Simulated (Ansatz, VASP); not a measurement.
**One calculation of ScPt, two programs**

```
Sc Pt
1.0
     3.20460    0.00000    0.00000
     0.00000    3.20460    0.00000
     0.00000    0.00000    3.27000
Sc Pt
1 1
Direct
  0.50000 0.50000 0.50000
  0.00000 0.00000 0.00000
```

Change from the starting cell: equal xx and yy strain of -2 %.

Alike in both runs: task single point; functional LDA; k mesh 10 × 10 × 10; occupations fermi-dirac, width 0.05 eV; no spin polarisation.

|  | VASP | Ansatz |
| --- | --- | --- |
| version | VASP 6.6.1 | Ansatz 0.2.0 |
| potentials or method | VASP PAW LDA potentials, release 64 (Sc_sv, Pt), cutoff 520 eV | all-electron LAPW, scalar-relativistic |

VASP gave:

```
pressure (GPa)                                                : 1.3
traceless stress, the component that is largest in VASP (GPa) : 0.28
```

Task: Estimate Ansatz's values.

Result: Pressure (GPa): 0.6; traceless stress, the component that is largest in VASP (GPa): 0.27.

LDA's correlation is that of Perdew and Zunger in VASP and of Perdew and Wang (1992) in Ansatz. Ansatz ran all-electron here, and VASP with PAW potentials.

Spin-orbit coupling is off throughout.
